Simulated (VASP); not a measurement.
Input of a VASP 6.6.1 run:

INCAR

```
SYSTEM = Ti
ALGO = Normal
EDIFF = 1E-7
ENCUT = 520
GGA = PE
ISIF = 2
ISMEAR = -1
ISPIN = 2
LASPH = .TRUE.
LCHARG = .FALSE.
LMAXMIX = 4
LORBIT = 11
LREAL = .FALSE.
LWAVE = .FALSE.
MAGMOM = 0.173
NBANDS = 16
NELM = 150
PREC = Accurate
SIGMA = 0.05
```

File KPOINTS:

```
k-points
0
G
  13 13 13
  0 0 0
```

POSCAR

```
Ti
1.0
    2.5725936221      0.0000000000      0.0000000000
    0.0000000000      2.5725936221      0.0000000000
    0.0000000000      0.0000000000      2.5725936221
Ti
1
Direct
    0.0000000000      0.0000000000      0.0000000000
```

Potentials or basis: VASP PAW PBE potentials, release 64 (Ti_sv).

Launch:

```sh
$ cat potpaw_PBE.64/Ti_sv/POTCAR > POTCAR
$ mpirun -np 1 vasp_std > vasp.out
```

Problem. Estimate the net moment.

Solution. 0.36 μB per cell.

Problem. What does it give for the pressure?

Solution. 7.2 GPa.

Problem. Estimate the site moments.

Solution. Ti +0.28 μB.
